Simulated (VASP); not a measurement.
Here is a VASP 6.6.1 calculation.

Contents of POSCAR:

```
Fe
1.0
   -1.3563534165      1.3563534165      1.3563534165
    1.3563534165     -1.3563534165      1.3563534165
    1.3563534165      1.3563534165     -1.3563534165
Fe
1
Direct
    0.0000000000      0.0000000000      0.0000000000
```

INCAR.step1

```
PREC = Accurate ; ENCUT = 520
ISMEAR = -1 ; SIGMA = 0.1
LREAL = F ; LASPH = T
NELM = 80 ; NBANDS = 10
GGA = PE ; ALGO = Normal
EDIFF = 1E-4 ; LWAVE = T
LCHARG = F
```

INCAR.step2

```
PREC = Accurate ; ENCUT = 520
EDIFF = 1E-6 ; ISMEAR = -1
SIGMA = 0.1 ; LREAL = F
LASPH = T ; NELM = 80
ALGO = Normal ; ISIF = 2
LWAVE = F ; LCHARG = F
METAGGA = R2SCAN ; LMIXTAU = T
NBANDS = 10 ; ISTART = 1
```

File KPOINTS:

```
regular mesh
0
Gamma
  17 17 17
```

Potentials or basis: VASP PAW PBE potentials, release 64 (Fe).

Run with:

```bash
$ cat potpaw_PBE.64/Fe/POTCAR > POTCAR
$ cp INCAR.step1 INCAR
$ mpirun -np 1 vasp_std > vasp.out
$ cp INCAR.step2 INCAR
$ mpirun -np 1 vasp_std > vasp.out
```

Task: Estimate the pressure.

Result: 6.6 GPa.

Task: Estimate the band gap on the k mesh.

Result: Zero (band 4 reaches 8.17 eV, above the bottom of band 5 at 5.96 eV).

Caveat: the PAW data sets were made with another functional, which shifts forces and pressure a little; the run has no spin polarisation, though such a crystal can be magnetic. Spin polarisation is off, so any magnetic state and its effect on volume and gap are missing.
